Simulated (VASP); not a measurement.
A run of VASP 6.6.1 is set up as follows.

Contents of INCAR:

```
SYSTEM = MnO
  ALGO = Normal
  EDIFF = 1E-6
  ENCUT = 520
  GGA = PE
  ISIF = 2
  ISMEAR = -1
  ISPIN = 2
  LASPH = .True.
  LCHARG = .True.
  LELF = .True.
  LMAXMIX = 4
  LORBIT = 11
  LREAL = .False.
  LVHAR = .True.
  LWAVE = .False.
  MAGMOM = 4 0
  NBANDS = 20
  NELM = 150
  PREC = Accurate
  SIGMA = 0.05
```

Contents of KPOINTS:

```
k-points
0
Gamma
  10 10 10
  0 0 0
```

Contents of POSCAR:

```
MnO
1.0
    0.0000000000      2.2655800279      2.2655800279
    2.2655800279      0.0000000000      2.2655800279
    2.2655800279      2.2655800279      0.0000000000
Mn O
1 1
Direct
    0.0000000000      0.0000000000      0.0000000000
    0.5000000000      0.5000000000      0.5000000000
```

Potentials or basis: VASP PAW PBE potentials, release 64 (Mn_pv, O).

Command:

```bash
$ cat potpaw_PBE.64/Mn_pv/POTCAR potpaw_PBE.64/O/POTCAR > POTCAR
$ mpirun -np 1 vasp_std > vasp.out
```

**Question.** Predict the net moment.

**Answer.** 4.89 μB per cell.

**Question.** What does it give for the pressure?

**Answer.** -5.9 GPa.

**Question.** What does it give for the site moments?

**Answer.** Mn +4.42; O +0.21 μB.

Caveat: a cell with one magnetic atom can't hold antiferromagnetic order, which such compounds often take.
